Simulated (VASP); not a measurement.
Write the native input for VASP 6.6.1 that does the following.

```
Task                   : single point
Functional             : PBE
Potentials or basis    : VASP PAW PBE potentials, release 64 (Mg, Cd, S)
Cutoff                 : 520 eV
k mesh                 : 4 × 4 × 4
Occupations            : gaussian, width 0.1 eV
Spin                   : no spin polarisation
Dipole correction      : no
Further INCAR settings : ALGO = Normal; EDIFF = 1e-06; NBANDS = 31
```

The structure of Mg3CdS4 lies in POSCAR:

```
Mg3CdS4
1.0
    5.3134949000      0.0000000000      0.0000000000
    0.0000000000      5.3134949000      0.0000000000
    0.0000000000      0.0000000000      5.3134949000
Mg Cd S
3 1 4
Direct
    0.5000000000      0.0000000000      0.5000000000
    0.5000000000      0.5000000000      0.0000000000
    0.0000000000      0.5000000000      0.5000000000
    0.0000000000      0.0000000000      0.0000000000
    0.0000000000      0.5000000000      0.0000000000
    0.5000000000      0.5000000000      0.5000000000
    0.0000000000      0.0000000000      0.5000000000
    0.5000000000      0.0000000000      0.0000000000
```

One way to write it, as run:

INCAR

```
PREC = Accurate
ENCUT = 520
EDIFF = 1E-6
ISMEAR = 0
SIGMA = 0.1
LREAL = False
LASPH = True
NELM = 60
ALGO = Normal
ISIF = 2
LWAVE = False
LCHARG = False
GGA = PE
NBANDS = 31
```

KPOINTS

```
regular mesh
0
Gamma
  4 4 4
```

Potentials or basis: VASP PAW PBE potentials, release 64 (Mg, Cd, S).

Run with:

```bash
$ cat potpaw_PBE.64/Mg/POTCAR potpaw_PBE.64/Cd/POTCAR potpaw_PBE.64/S/POTCAR > POTCAR
$ mpirun -np 1 vasp_std > vasp.out
```

It gave:

```json
{"Pressure": "-0.1 GPa", "Band gap on the k mesh": "0.51 eV (least direct gap 1.20 eV)"}
```

Run time: 19 s on 1 thread of Intel(R) Xeon(R) 6975P-C (Granite Rapids), on a shared host, peak memory 0.25 GiB.
